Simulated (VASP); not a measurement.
Runs of VASP 6.6.1 on BeTe. The structure is that of space group F-43m (No. 216), or close to it. The cells are those of the table. 

| level | potentials or basis | cell | k mesh | cutoff (eV) | smearing | gap on the mesh (eV) | pressure (GPa) |
| --- | --- | --- | --- | --- | --- | --- | --- |
| PBE | VASP PAW PBE potentials, release 64 (Be, Te) | a = 4.000 Å, angles 60.0°, 2 atoms | 4 × 4 × 4 | 520 | gaussian 0.01 eV | 2.00 | (b) |
| LDA | VASP PAW LDA potentials, release 64 (Be, Te) | a = 3.928 Å, angles 60.0°, 2 atoms | 8 × 8 × 8 | 520 | fermi-dirac 0.02 eV | (a) | 0.3 |
| PBE | VASP PAW PBE potentials, release 64 (Be, Te) | a = 4.000 Å, angles 60.0°, 2 atoms | 8 × 8 × 8 | 600 | gaussian 0.01 eV | 2.01 | 0.3 |
| r2SCAN | VASP PAW PBE potentials, release 64 (Be, Te) | a = 4.000 Å, angles 60.0°, 2 atoms | 6 × 6 × 6 | 660 | gaussian 0.01 eV | 2.37 | 0.2 |

Alike in all rows: task single point; no spin polarisation.

Question: Fill in the values left out.

Answer: (a) 1.77; (b) 0.8.

Caveats: some runs use coarse meshes; spin-orbit coupling is left out, which moves the levels of the heavy elements; the PAW data sets were made with another functional, which shifts forces and pressure a little (some runs).

A k mesh can miss the band edges, and the runs leave out spin-orbit coupling on Te.
